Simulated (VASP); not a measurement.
Wanted: the native input for a VASP 6.6.1 run.

* Task: single point
* Functional: PBEsol
* Potentials or basis: VASP PAW PBE potentials, release 64 (W_sv, C)
* Cutoff: 520 eV
* k mesh: 16 × 16 × 12
* Occupations: gaussian, width 0.1 eV
* Spin: no spin polarisation
* Dipole correction: no
* Further INCAR settings: ALGO = Normal; EDIFF = 1e-07; NBANDS = 16

The structure of WC lies in POSCAR:

```
WC
1.0
    2.7392625612      0.0000000000      0.0000000000
   -1.3696312806      2.3242432861      0.0285352741
    0.0000000000      0.0321374400      2.8993006500
W C
1 1
Direct
    0.0276699356      0.0553398713     -0.0199226808
    0.6389967311      0.2779934620      0.5199226808
```

This cell differs from its parent crystal: strained and its atoms moved.

The input as run:

INCAR

```
SYSTEM = WC
ALGO     = Normal         ! electronic algorithm
EDIFF    = 1E-7           ! SCF threshold, eV
ENCUT    = 520            ! plane-wave cutoff, eV
GGA      = PS             ! functional
ISIF     = 2              ! what is computed and relaxed
ISMEAR   = 0              ! smearing method
LASPH    = .TRUE.         ! aspherical terms in the spheres
LCHARG   = .FALSE.        ! write CHGCAR
LREAL    = .FALSE.        ! projectors in reciprocal space
LWAVE    = .FALSE.        ! write WAVECAR
NBANDS   = 16             ! bands
NELM     = 60             ! most SCF steps
PREC     = Accurate       ! precision mode
SIGMA    = 0.1            ! smearing width, eV
```

KPOINTS

```
k-points
0
G
  16 16 12
  0 0 0
```

Potentials or basis: VASP PAW PBE potentials, release 64 (W_sv, C).

Command:

```console
$ cat potpaw_PBE.64/W_sv/POTCAR potpaw_PBE.64/C/POTCAR > POTCAR
$ mpirun -np 1 vasp_std > vasp.out
```

It gave:

```json
{"Pressure": "69.2 GPa", "Largest force": "4.834 eV/Å", "Band gap on the k mesh": "zero (bands 9 and 10 overlap by 2.02 eV)"}
```

Caveat: the cell differs from its parent crystal (strained and its atoms moved); the cell stands under pressure; the PAW data sets were made with another functional, which shifts forces and pressure a little; spin-orbit coupling is left out, which moves the levels of the heavy elements.

It took 76 s on 1 thread of Intel(R) Xeon(R) 6975P-C (Granite Rapids) (shared host), peak memory 0.33 GiB.
